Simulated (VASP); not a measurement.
Wanted: the native input for a VASP 6.6.1 run.

- Task: single point
- Functional: LDA
- Potentials or basis: VASP PAW PBE potentials, release 64 (Lu)
- Cutoff: 520 eV
- k mesh: 14 × 14 × 14
- Occupations: fermi-dirac, width 0.08 eV
- Spin: no spin polarisation
- Dipole correction: no
- Further INCAR settings: ALGO = Normal; EDIFF = 1e-06; NBANDS = 18

The structure of Lu lies in POSCAR:

```
Lu
1.0
    3.0491889883      0.0000000000      0.0000000000
    0.0000000000      3.0491889883      0.0000000000
    0.0000000000      0.0000000000      3.0491889883
Lu
1
Direct
    0.0000000000      0.0000000000      0.0000000000
```

The input as run:

INCAR

```
  PREC = Accurate
  ENCUT = 520
  EDIFF = 1E-6
  ISMEAR = -1
  SIGMA = 0.08
  LREAL = False
  LASPH = True
  NELM = 60
  ALGO = Normal
  ISIF = 2
  LWAVE = False
  LCHARG = False
  GGA = CA
  NBANDS = 18
```

KPOINTS

```
regular mesh
0
Gamma
  14 14 14
```

Potentials or basis: VASP PAW PBE potentials, release 64 (Lu).

Command:

```bash
$ cat potpaw_PBE.64/Lu/POTCAR > POTCAR
$ mpirun -np 1 vasp_std > vasp.out
```

Results of the run:

- Pressure: 0.1 GPa

Caveat: the PAW data sets were made with another functional, which shifts forces and pressure a little.

Run time: 20 s on 1 thread of Intel(R) Xeon(R) 6975P-C (Granite Rapids) (shared host), peak memory 0.18 GiB.
